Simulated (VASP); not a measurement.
Be3CdSe4: single point with PBE

Be3CdSe4:

```xyz
8
Lattice="0.0000 5.8356 3.6016 3.6013 0.0000 3.6016 3.6013 5.8356 0.0000" Properties=species:S:1:pos:R:3 pbc="T T T"
Be    3.6013    8.2883    3.6016
Be    3.6013    3.3829    3.6016
Be    3.6013    5.8356    3.6016
Cd    0.0000    0.0000    0.0000
Se    1.8006    2.9178    1.8008
Se    5.4019    8.7534    5.4024
Se    1.8006    0.0000    1.8008
Se    1.8006    5.8356    1.8008
```

* Program: VASP 6.6.1
* Task: single point
* Functional: PBE
* Potentials or basis: VASP PAW PBE potentials, release 64 (Be, Cd, Se)
* Cutoff: 600 eV
* k mesh: 3 × 3 × 3
* Occupations: gaussian, width 0.15 eV
* Spin: no spin polarisation
* Dipole correction: no
* Further INCAR settings: ALGO = Normal; EDIFF = 1e-06; NBANDS = 31

```yaml
Pressure: 0.3 GPa
Band_gap_on_the_k_mesh: zero (band 21 reaches 4.01 eV, above the bottom of band 22 at 2.78 eV)
```

Forces in eV/Å, atoms in the order of the input:
```
Be   0.000 -0.003  0.000
Be   0.000  0.003  0.000
Be   0.000  0.000  0.000
Cd   0.000  0.000  0.000
Se   0.000  0.000  0.000
Se   0.000  0.000  0.000
Se   0.000  0.000  0.000
Se   0.000  0.000  0.000
```

Stress tensor (GPa, compression positive):
```
0.28 0.00 0.00
0.00 0.37 0.00
0.00 0.00 0.27
```

Levels at points of the mesh, in eV from the Fermi level:
```csv
k point,band 19,band 20,band 21,band 22,band 23,band 24
"(0.00, 0.00, 0.00)",-1.39,-1.34,-1.21,-1.20,-0.94,1.62
```

Run time: 44 s on 1 thread of Intel(R) Xeon(R) 6975P-C (Granite Rapids) (shared host), peak memory 0.36 GiB.

Caveat: the k points lie up to 0.45 Å⁻¹ apart.
